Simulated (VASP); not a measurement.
The system is Fe.

```
CELL_PARAMETERS angstrom
2.40126 0.00000 0.00000
-1.20063 2.07955 0.00000
0.00000 0.00000 3.79001
ATOMIC_POSITIONS crystal
Fe 0.33333 0.66667 0.25000
Fe 0.66667 0.33333 0.75000
```

This cell differs from its parent crystal: volume scaled by 0.96.

Base run:

| Item | Value |
| --- | --- |
| Program | VASP 6.6.1 |
| Functional | PBE |
| Potentials or basis | VASP PAW PBE potentials, release 64 (Fe_sv) |
| Cutoff | 520 eV |
| k mesh | 17 × 17 × 10 |
| Occupations | fermi-dirac, width 0.08 eV |
| Spin | no spin polarisation |

Its results: band gap on the k mesh zero (band 16 reaches 16.28 eV, above the bottom of band 17 at 14.23 eV); pressure 21.7 GPa.

The run is repeated on the same cell with these changes: potentials or basis from VASP PAW PBE potentials, release 64 (Fe_sv) to VASP PAW PBE potentials, release 64 (Fe); further incar settings from ALGO = Normal; EDIFF = 1e-08; NBANDS = 23 to ALGO = Normal; EDIFF = 1e-08; NBANDS = 15; valence electrons from 32 to 16. What comes out?

Band gap on the k mesh zero (band 8 reaches 8.71 eV, above the bottom of band 9 at 6.69 eV); pressure 25.1 GPa.

Caveats: the run has no spin polarisation, though such a crystal can be magnetic.
